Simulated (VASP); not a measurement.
A run of VASP 6.6.1 is set up as follows.

INCAR

```
PREC = Accurate
ENCUT = 600
EDIFF = 1E-6
ISMEAR = 0
SIGMA = 0.1
LREAL = False
LASPH = True
NELM = 60
ALGO = Normal
ISIF = 3
LWAVE = False
LCHARG = False
GGA = PE
IBRION = 2
NSW = 90
EDIFFG = -0.04
```

The input KPOINTS:

```
Automatic mesh
0
Gamma
  4 4 4
```

Contents of POSCAR:

```
Y2SiF2
1.0
    3.8096786900      0.0000000000      0.0000000000
    0.0000000000      3.8096786900      0.0000000000
    0.0000000000      0.0000000000      6.2642987800
Y Si F
2 1 2
Direct
    0.5000000000      0.0000000000      0.1254274600
    0.0000000000      0.5000000000      0.1254274600
    0.5000000000      0.5000000000      0.5388014900
    0.0000000000      0.0000000000      0.4127107100
    0.5000000000      0.5000000000      0.2739013300
```

Potentials or basis: VASP PAW PBE potentials, release 64 (Y_sv, Si, F).

The run is started by

```sh
$ cat potpaw_PBE.64/Y_sv/POTCAR potpaw_PBE.64/Si/POTCAR potpaw_PBE.64/F/POTCAR > POTCAR
$ mpirun -np 1 vasp_std > vasp.out
```

(1) What does it give for the relaxed cell?

(2) Predict the relaxed volume.

(3) Estimate the space group after relaxing (to 0.05 Å).

(4) Predict the band gap on the k mesh.

Results:

(1) a = 4.723 Å, b = 4.723 Å, c = 4.754 Å, α = 90.00°, β = 90.00°, γ = 90.00°.

(2) 21.21 Å³/atom.

(3) P4mm (No. 99).

(4) zero (band 20 reaches 4.31 eV, above the bottom of band 21 at 2.91 eV).

Caveat: the k points lie up to 0.33 Å⁻¹ apart in the final cell; the volume moved by over 15 % at a fixed basis, so the end points are rough.
